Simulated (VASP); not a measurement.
The system is ZrB.

```
CELL_PARAMETERS angstrom
0.00000 2.32500 2.32500
2.32500 0.00000 2.32500
2.32500 2.32500 0.00000
ATOMIC_POSITIONS crystal
Zr 0.00000 0.00000 0.00000
B 0.50000 0.50000 0.50000
```

Base run:

* Program: VASP 6.6.1
* Functional: PBEsol
* Potentials or basis: VASP PAW PBE potentials, release 64 (Zr_sv, B_h)
* Cutoff: 1230 eV
* k mesh: 10 × 10 × 10
* Occupations: fermi-dirac, width 0.05 eV
* Spin: no spin polarisation
* Hubbard terms: Zr d U = 4.0 eV

Its results: band gap on the k mesh zero (an odd number of electrons rules out a gap without spin polarisation); pressure 42.7 GPa.

Problem. The run is repeated on the same cell with these changes: hubbard terms from Zr d U = 4.0 eV to Zr d U = 5.0 eV. What comes out?

Solution. Band gap on the k mesh zero (an odd number of electrons rules out a gap without spin polarisation); pressure 46.2 GPa.

Caveats: the cell stands under pressure; the PAW data sets were made with another functional, which shifts forces and pressure a little; an odd number of electrons without spin polarisation forces a metal; a magnetic or distorted state may lie lower; U without spin polarisation on a metal has little footing; the U is typed as a test and isn't derived for this compound.
